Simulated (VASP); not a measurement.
# CrCuO2 (R-3m) in VASP: single point with PBEsol+U

Aim: the single point of CrCuO2 with PBEsol+U.

All numbers are computed with VASP 6.6.1; they aren't measurements. Logs are shortened: lines on timing, memory, paths and dates and some standing lists are left out, and cuts for length are marked.

### Step 1. The cell of the first run

Symmetry: R-3m, No. 166, trigonal system. The conventional cell has a = 2.973 Å, b = 2.973 Å, c = 17.100 Å, α = 90.00°, β = 90.00°, γ = 120.00°. Cr (site symmetry -3m) has 6 O at 1.99 Å within 2.6 Å. Within 2.4 Å of Cu (site symmetry -3m) lie 2 O at 1.85 Å. Within 2.4 Å of O (site symmetry 3m) lie 1 Cu at 1.85 Å and 3 Cr at 1.99 Å.

### Step 2. Single point, PBEsol+U, collinear spin, ferromagnetic start

INCAR reads:

```
PREC = Accurate
ENCUT = 600
EDIFF = 1E-6
ISMEAR = -1
SIGMA = 0.08
LREAL = F
LASPH = T
NELM = 200
ALGO = Normal
ISIF = 2
LWAVE = F
LCHARG = F
ISPIN = 2
MAGMOM = 3 0 0 0
LORBIT = 11
LMAXMIX = 4
LDAU = T
LDAUTYPE = 2
LDAUL = 2 -1 -1
LDAUU = 5 0 0
LDAUJ = 0 0 0
LDAUPRINT = 1
GGA = PS
NBANDS = 30
GGA_COMPAT = F
```

KPOINTS reads:

```
Automatic mesh
0
Gamma
  11 11 11
  0.5 0.5 0.5
```

POSCAR reads:

```
CrCuO2
1.0
    1.4867000000      0.8583466452      5.7000000000
   -1.4867000000      0.8583466452      5.7000000000
    0.0000000000     -1.7166932904      5.7000000000
Cr Cu O
1 1 2
Direct
    0.5000000000      0.5000000000      0.5000000000
    0.0000000000      0.0000000000      0.0000000000
    0.1079200000      0.1079200000      0.1079200000
    0.8920800000      0.8920800000      0.8920800000
```

Potentials or basis: VASP PAW PBE potentials, release 64 (Cr_pv, Cu, O).

The run is started by

```sh
cat potpaw_PBE.64/Cr_pv/POTCAR potpaw_PBE.64/Cu/POTCAR potpaw_PBE.64/O/POTCAR > POTCAR
mpirun -np 1 vasp_std > vasp.out
```

OUTCAR:

```text
PREC = Accurate
   ENCUT = 600
   EDIFF = 1E-6
   ISMEAR = -1
   LREAL = F
   LASPH = T
   NELM = 200
   ISIF = 2
   ISPIN = 2
   LORBIT = 11
   GGA = PS

 ion  position               nearest neighbor table
   1  0.500  0.500  0.500-   3 1.99   4 1.99   3 1.99   3 1.99   4 1.99   4 1.99
   2  0.000  0.000  0.000-   3 1.85   4 1.85
   3  0.108  0.108  0.108-   2 1.85   1 1.99   1 1.99   1 1.99
   4  0.892  0.892  0.892-   2 1.85   1 1.99   1 1.99   1 1.99

  LATTYP: Found a trigonal (rhomboedric) cell.
 ALAT       =     5.9529014651
 COS(alpha) =     0.8752561078

  Lattice vectors:

 A1 = (   1.4867000000,   0.8583466452,   5.7000000000)
 A2 = (  -1.4867000000,   0.8583466452,   5.7000000000)
 A3 = (   0.0000000000,  -1.7166932904,   5.7000000000)

Analysis of symmetry for initial positions (statically):
=====================================================================
 Subroutine PRICEL returns:
 Original cell was already a primitive cell.

 Routine SETGRP: Setting up the symmetry group for a
 trigonal (rhombohedral) supercell.

 Subroutine GETGRP returns: Found 12 space group operations
 (whereof 12 operations were pure point group operations)
 out of a pool of 12 trial point group operations.

The static configuration has the point symmetry D_3d.

Analysis of symmetry for dynamics (positions and initial velocities):
=====================================================================
 Subroutine PRICEL returns:
 Original cell was already a primitive cell.

 Routine SETGRP: Setting up the symmetry group for a
 trigonal (rhombohedral) supercell.

 Subroutine GETGRP returns: Found 12 space group operations
 (whereof 12 operations were pure point group operations)
 out of a pool of 12 trial point group operations.

The dynamic configuration has the point symmetry D_3d.

Analysis of structural, dynamic, and magnetic symmetry:
=====================================================================
 Subroutine PRICEL returns:
 Original cell was already a primitive cell.

 Routine SETGRP: Setting up the symmetry group for a
 trigonal (rhombohedral) supercell.

 Subroutine GETGRP returns: Found 12 space group operations
 (whereof 12 operations were pure point group operations)
 out of a pool of 12 trial point group operations.

The overall configuration has the point symmetry D_3d.

 Subroutine INISYM returns: Found 12 space group operations
 (whereof 12 operations are pure point group operations),
 and found     1 'primitive' translations

----------------------------------------------------------------------------------------

                                     Primitive cell

  volume of cell :      43.6428

  direct lattice vectors                    reciprocal lattice vectors
     1.486700000  0.858346645  5.700000000     0.336315329  0.194171746  0.058479532
    -1.486700000  0.858346645  5.700000000    -0.336315329  0.194171746  0.058479532
     0.000000000 -1.716693290  5.700000000     0.000000000 -0.388343492  0.058479532

  length of vectors
     5.952901465  5.952901465  5.952901465     0.392721941  0.392721941  0.392721941

  position of ions in fractional coordinates (direct lattice)
     0.500000000  0.500000000  0.500000000
     0.000000000  0.000000000  0.000000000
     0.107920000  0.107920000  0.107920000
     0.892080000  0.892080000  0.892080000

  ion indices of the primitive-cell ions
   primitive index   ion index
                 1           1
                 2           2
                 3           3
                 4           4

----------------------------------------------------------------------------------------

 KPOINTS: Automatic mesh

Automatic generation of k-mesh.
 Grid dimensions read from file:
 generate k-points for:   11   11   11

 Generating k-lattice:

  Cartesian coordinates                     Fractional coordinates (reciprocal lattice)
     0.030574121  0.017651977  0.005316321     0.090909091  0.000000000  0.000000000
    -0.030574121  0.017651977  0.005316321     0.000000000  0.090909091  0.000000000
     0.000000000 -0.035303954  0.005316321     0.000000000  0.000000000  0.090909091

  Length of vectors
     0.035701995  0.035701995  0.035701995

  Shift w.r.t. Gamma in fractional coordinates (k-lattice)
     0.500000000  0.500000000  0.500000000

 Subroutine IBZKPT returns following result:
 ===========================================

 Found    146 irreducible k-points:

 Following reciprocal coordinates:
            Coordinates               Weight
  0.045455  0.045455  0.045455      2.000000
  0.136364  0.045455  0.045455      6.000000
  0.227273  0.045455  0.045455      6.000000
  0.318182  0.045455  0.045455      6.000000
  0.409091  0.045455  0.045455      6.000000
  0.500000  0.045455  0.045455      6.000000
[... 16 lines left out ...]
  0.318182  0.227273  0.045455     12.000000
  0.409091  0.227273  0.045455     12.000000
 [... further k-points ...]
   k-points           NKPTS =    146   k-points in BZ     NKDIM =    146   number of bands    NBANDS=     30
   number of dos      NEDOS =    301   number of ions     NIONS =      4
   total plane-waves  NPLWV = 110592
   dimension x,y,z NGX =    48 NGY =   48 NGZ =   48
   dimension x,y,z NGXF=    96 NGYF=   96 NGZF=   96
   ions per type =               1   1   2
   NGX,Y,Z   is equivalent  to a cutoff of  13.40, 13.40, 13.40 a.u.
   NGXF,Y,Z  is equivalent  to a cutoff of  26.81, 26.81, 26.81 a.u.
 SYSTEM =  unknown system
   PREC   = accura    normal or accurate (medium, high low for compatibility)
   ISTART =      0    job   : 0-new  1-cont  2-samecut
   ICHARG =      2    charge: 1-file 2-atom 10-const
   ISPIN  =      2    spin polarized calculation?
   LNONCOLLINEAR =      F non collinear calculations
   LSORBIT =      F    spin-orbit coupling
   LASPH  =      T    aspherical Exc in radial PAW
   ENCUT  =  600.0 eV  44.10 Ry    6.64 a.u.  11.89 11.89 11.89*2*pi/ulx,y,z
   NELM   =    200;   NELMIN=  2; NELMDL= -5     # of ELM steps
   EDIFF  = 0.1E-05   stopping-criterion for ELM
   LREAL  =      F    real-space projection
   EDIFFG = 0.1E-04   stopping-criterion for IOM
   NSW    =      0    number of steps for IOM
   IBRION =     -1    ionic relax: 0-MD 1-quasi-New 2-CG
   NFREE  =      0    steps in history (QN), initial steepest desc. (CG)
   ISIF   =      2    stress and relaxation
   ISYM   =      2    0-nonsym 1-usesym 2-fastsym
   POTIM  = 0.5000    time-step for ionic-motion
   TEBEG  =    0.0;   TEEND  =   0.0 temperature during run
   PSTRESS=    0.0 pullay stress
   NELECT =      35.0000    total number of electrons
   NUPDOWN=      -1.0000    fix difference up-down
   EMIN   =  10.00;   EMAX   =-10.00  energy-range for DOS
   EFERMI =   0.00;   METHOD = LEGACY
   ISMEAR =    -1;   SIGMA  =   0.08  broadening in eV -4-tet -1-fermi 0-gaus
   EFERMI_NEDOS =   21; number of points for ismear=-14 and -15
   IALGO  =     38    algorithm
   IMIX   =      4    mixing-type and parameters
     AMIX     =   0.40;   BMIX     =  1.00
     AMIX_MAG =   1.60;   BMIX_MAG =  1.00
  volume/ion in A,a.u.               =      10.91        73.63
  Fermi-wavevector in a.u.,A,eV,Ry     =   1.520992  2.874257 31.475925  2.313415
  Thomas-Fermi vector in A             =   2.629767
   LORBIT       =     11    0 simple, 1 ext, 2 COOP (PROOUT), +10 PAW based schemes
 LDA+U is selected, type is set to LDAUTYPE =  2
   angular momentum for each species LDAUL =     2   -1   -1
   U (eV)           for each species LDAUU =   5.0  0.0  0.0
   J (eV)           for each species LDAUJ =   0.0  0.0  0.0
   GGA     = PS    functional components
   LHFCALC =     F    Hartree Fock is set to
   AEXX    =    0.0000 exact exchange contribution
   IVDW    =     0    specifies the selected vdW correction
   LEPSILON=     F    determine dielectric tensor
   LRPA    =     F    only Hartree local field effects (RPA)
 spin polarized calculation
  energy-cutoff  :      600.00
  volume of cell :       43.64
 maximum number of plane-waves:      1473
   NGX = 23   NGY = 23   NGZ = 23

atom =   1  type =  1  l = 2

 onsite density matrix

spin component  1

  0.7236  0.0000 -0.0000  0.3077 -0.0000
  0.0000  0.5517 -0.0000  0.0000  0.3077
 -0.0000 -0.0000  0.9548 -0.0000 -0.0000
  0.3077  0.0000 -0.0000  0.5517 -0.0000
 -0.0000  0.3077 -0.0000 -0.0000  0.7236

spin component  2

  0.1151  0.0000 -0.0000 -0.0802 -0.0000
  0.0000  0.1428  0.0000  0.0000 -0.0802
 -0.0000  0.0000  0.0374  0.0000 -0.0000
 -0.0802  0.0000  0.0000  0.1428 -0.0000
 -0.0000 -0.0802 -0.0000 -0.0000  0.1151

 occupancies and eigenvectors

  o =  0.0374  v =  0.0000  0.0000  0.0000  0.0000  0.0000  0.0000 -0.0000 -1.0000  0.0000 -0.0000      0.0000  0.0000  0.0000  0.0000  0.0000  0.0000  0.0000  0.0000  0.0000  0.0000
  o =  0.0476  v =  0.0000  0.0000  0.0000  0.0000  0.0000  0.0000  0.6441 -0.0000 -0.0000  0.7649      0.0000  0.0000  0.0000  0.0000  0.0000  0.0000  0.0000  0.0000  0.0000  0.0000
  o =  0.0476  v =  0.0000  0.0000  0.0000  0.0000  0.0000 -0.7649  0.0000 -0.0000 -0.6441 -0.0000      0.0000  0.0000  0.0000  0.0000  0.0000  0.0000  0.0000  0.0000  0.0000  0.0000
  o =  0.2103  v =  0.0000  0.0000  0.0000  0.0000  0.0000  0.0000 -0.7649 -0.0000  0.0000  0.6441      0.0000  0.0000  0.0000  0.0000  0.0000  0.0000  0.0000  0.0000  0.0000  0.0000
  o =  0.2103  v =  0.0000  0.0000  0.0000  0.0000  0.0000 -0.6441  0.0000  0.0000  0.7649  0.0000      0.0000  0.0000  0.0000  0.0000  0.0000  0.0000  0.0000  0.0000  0.0000  0.0000
  o =  0.3182  v =  0.0000 -0.7965  0.0000  0.0000  0.6046  0.0000  0.0000  0.0000  0.0000  0.0000      0.0000  0.0000  0.0000  0.0000  0.0000  0.0000  0.0000  0.0000  0.0000  0.0000
  o =  0.3182  v = -0.6046  0.0000 -0.0000  0.7965 -0.0000  0.0000  0.0000  0.0000  0.0000  0.0000      0.0000  0.0000  0.0000  0.0000  0.0000  0.0000  0.0000  0.0000  0.0000  0.0000
  o =  0.9548  v =  0.0000 -0.0000 -1.0000  0.0000 -0.0000  0.0000  0.0000  0.0000  0.0000  0.0000      0.0000  0.0000  0.0000  0.0000  0.0000  0.0000  0.0000  0.0000  0.0000  0.0000
  o =  0.9571  v =  0.0000  0.6046 -0.0000  0.0000  0.7965  0.0000  0.0000  0.0000  0.0000  0.0000      0.0000  0.0000  0.0000  0.0000  0.0000  0.0000  0.0000  0.0000  0.0000  0.0000
  o =  0.9571  v = -0.7965  0.0000  0.0000 -0.6046  0.0000  0.0000  0.0000  0.0000  0.0000  0.0000      0.0000  0.0000  0.0000  0.0000  0.0000  0.0000  0.0000  0.0000  0.0000  0.0000

 number of electron      34.9999997 magnetization       3.0000014

 Free energy of the ion-electron system (eV)
  ---------------------------------------------------
  ext. energy  EPLUGINS =         0.00000000
  ---------------------------------------------------
  free energy    TOTEN  =       -27.86933168 eV

  energy without entropy =      -27.86932924  energy(sigma->0) =      -27.86933046

 E-fermi :   6.4719     XC(G=0): -11.8466

 val. band max:        5.5036482522   @ k =  -0.4091   0.5000   0.0455
 cond. band min:       7.2978616815   @ k =   0.4091   0.4091   0.1364
 fundamental gap:      1.7942134293
 Fermi energy:         6.4719039575

 spin component 1

 k-point     1 :       0.0455    0.0455    0.0455
  band No.  band energies     occupation
      1     -38.7861      1.00000
      2     -38.7482      1.00000
      3     -38.7482      1.00000
      4     -14.2216      1.00000
      5     -12.6312      1.00000
      6      -2.7617      1.00000
[... 21 lines left out ...]
     28      22.7909      0.00000
     29      23.7336      0.00000
[... 1479 lines left out ...]
      1     -35.8770      1.00000
      2     -35.7849      1.00000
      3     -35.6725      1.00000
      4     -13.3270      1.00000
      5     -12.7247      1.00000
      6      -0.8651      1.00000
[... 21 lines left out ...]
     28      19.9138      0.00000
     29      21.1231      0.00000

 [... further k-points ...]

 [bands above 29 left out]

------------------------ aborting loop because EDIFF is reached ----------------------------------------

  FORCE on cell =-STRESS in cart. coord.  units (eV):
  Direction    XX          YY          ZZ          XY          YZ          ZX
  --------------------------------------------------------------------------------------
  -------------------------------------------------------------------------------------
  Total        1.3057289      1.3057289     -0.1586024      0.0000000     -0.0000000      0.0000000
  in kB       47.9348562     47.9348562     -5.8224831      0.0000000     -0.0000000      0.0000000
  external PRESSURE =      30.0157431 kB  Pullay stress =       0.0000000 kB

 VOLUME and BASIS-vectors are now :
 -----------------------------------------------------------------------------
  energy-cutoff  :      600.00
  volume of cell :       43.64
      direct lattice vectors                 reciprocal lattice vectors
     1.486700000  0.858346645  5.700000000     0.336315329  0.194171746  0.058479532
    -1.486700000  0.858346645  5.700000000    -0.336315329  0.194171746  0.058479532
     0.000000000 -1.716693290  5.700000000     0.000000000 -0.388343492  0.058479532

 POSITION                                       TOTAL-FORCE (eV/Angst)
 -----------------------------------------------------------------------------------
      0.00000      0.00000      8.55000        -0.000000      0.000000      0.000000
      0.00000      0.00000      0.00000         0.000000      0.000000      0.000000
      0.00000      0.00000      1.84543         0.000000     -0.000000     -0.444437
      0.00000      0.00000     15.25457         0.000000      0.000000      0.444437
 -----------------------------------------------------------------------------------
    total drift:                                0.000000      0.000000     -0.000000

  FREE ENERGIE OF THE ION-ELECTRON SYSTEM (eV)
  ---------------------------------------------------
  free  energy   TOTEN  =       -27.8693316781 eV

  energy  without entropy=      -27.8693292404  energy(sigma->0) =      -27.86933046

 total charge

# of ion       s       p       d       tot
------------------------------------------
    1        0.307   6.369   4.026  10.702
    2        0.433   0.323   9.215   9.971
    3        1.543   3.511   0.000   5.053
    4        1.543   3.511   0.000   5.053
--------------------------------------------------
tot          3.826  13.712  13.241  30.780

 magnetization (x)

# of ion       s       p       d       tot
------------------------------------------
    1        0.026   0.030   2.945   3.000
    2        0.012   0.005  -0.012   0.005
    3       -0.004  -0.043   0.000  -0.047
    4       -0.004  -0.043   0.000  -0.047
--------------------------------------------------
tot          0.030  -0.052   2.933   2.911
```

Wall time 11 min (1 thread of Intel Xeon 6975P-C (Granite Rapids), shared host); peak memory 0.66 GiB.

Results:

```yaml
Free_energy: -27.8693 eV
Pressure: 3.0 GPa
Largest_force: 0.444 eV/Å
Band_gap_on_the_k_mesh: 1.79 eV (least direct gap 2.40 eV)
Net_moment: 3.00 μB per cell
Site_moments: Cr +3.00; Cu +0.01; O -0.05 μB
Valence_electrons_inside_the_program's_atomic_spheres: Cr 10.70; Cu 9.97; O 5.05
```

Forces on the atoms (eV/Å):
```
Cr   0.000  0.000  0.000
Cu   0.000  0.000  0.000
O    0.000  0.000 -0.444
O    0.000  0.000  0.444
```

Stress tensor (GPa, compression positive):
```
 4.79  0.00  0.00
 0.00  4.79  0.00
 0.00  0.00 -0.58
```

Eigenvalues of the final occupation matrices:
| site | spin | trace | eigenvalues |
| --- | --- | --- | --- |
| site 1 d | 1 | 3.51 | 0.32 0.32 0.95 0.96 0.96 |
| site 1 d | 2 | 0.55 | 0.04 0.05 0.05 0.21 0.21 |

Caveat: the stress differs along the axes, from -1 to 5 GPa; an empty level that is flat over the whole mesh can mark a ghost state of the potentials, or a narrow d or f band; the PAW data sets were made with another functional, which shifts forces and pressure a little; a shifted mesh leaves out Γ, where band edges can lie.
